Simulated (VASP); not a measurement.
InGa2As3:

```
CELL_PARAMETERS angstrom
4.09400 0.00000 0.00000
-2.04700 3.54551 0.00000
0.00000 0.00000 10.03000
ATOMIC_POSITIONS crystal
In 0.00000 0.00000 0.00000
Ga 0.66667 0.33333 0.66667
Ga 0.33333 0.66667 0.33333
As 0.33333 0.66667 0.58333
As 0.66667 0.33333 0.91667
As 0.00000 0.00000 0.25000
```

- Program: VASP 6.6.1
- Task: relaxation of cell and atoms
- Functional: PBE
- Potentials or basis: VASP PAW PBE potentials, release 64 (In_d, Ga_d, As)
- Cutoff: 600 eV
- k mesh: 5 × 5 × 2
- Occupations: gaussian, width 0.2 eV
- Spin: no spin polarisation

At the start: pressure 4.5 GPa; volume 24.26 Å³/atom.

Where does the relaxation end?

Over 8 steps the energy falls by 49.4 meV/atom and the volume is 25.80 Å³/atom (+6.3 %); space group P3m1 (No. 156, to 0.05 Å).

The path:
```csv
step,energy change (eV),largest force (eV/Å),pressure (GPa),volume (Å³)
1,0.0000,1.3687,4.50,145.59
2,-0.2209,0.4169,-1.62,160.41
3,-0.2305,0.5650,-0.73,157.68
4,-0.2649,0.3029,-0.35,156.23
5,-0.2835,0.4214,0.32,154.03
6,-0.2950,0.1214,0.05,154.59
7,-0.2951,0.1321,0.02,154.66
8,-0.2965,0.0253,-0.03,154.79
```

Final structure:
```
In Ga As
1.0
     4.18194    0.00000    0.00000
    -2.09097    3.62167    0.00000
     0.00000    0.00000   10.22043
In Ga As
1 2 3
Cartesian
  0.0000 0.0000 0.0174
  2.0910 1.2072 6.7433
  0.0000 2.4144 3.4722
  0.0000 2.4144 5.9620
  2.0910 1.2072 9.2245
  0.0000 0.0000 2.6868
```

Caveat: the relaxation stopped at a loose force limit of 0.08 eV/Å, so its end isn't a converged minimum.
